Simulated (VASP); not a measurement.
Runs of VASP 6.6.1 on TiN (rocksalt type). The structure is that of space group Fm-3m (No. 225), or close to it. The cells are those of the table. 

```csv
task,cell,cutoff (eV),gap on the mesh (eV),pressure (GPa)
single point,"a = 2.580 Å, angles 60.0°, 2 atoms",520,none,334.6
relaxation of cell and atoms,"relaxed from a = 3.047 Å, angles 60.0°, 2 atoms",600,none,0.0
single point,"a = 2.993 Å, angles 60.0°, 2 atoms",520,none,(a)
single point,"a = 2.932 Å, angles 60.0°, 2 atoms",520,none,22.6
single point,"a = 2.868 Å, angles 60.0°, 2 atoms",520,none,51.4
single point,"a = 2.683 Å, angles 60.0°, 2 atoms",520,none,195.0
single point,"a = 2.779 Å, angles 60.0°, 2 atoms",520,none,(b)
```

Alike in all rows: level r2SCAN; potentials or basis VASP PAW PBE potentials, release 64 (Ti_sv, N); no spin polarisation; k mesh 17 × 17 × 17; smearing fermi-dirac 0.1 eV.

Q: Estimate the missing entries.

A: (a) 1.5; (b) 107.5.

Caveats: the PAW data sets were made with another functional, which shifts forces and pressure a little.

A gap of «none» marks levels without a gap at the run's occupations.
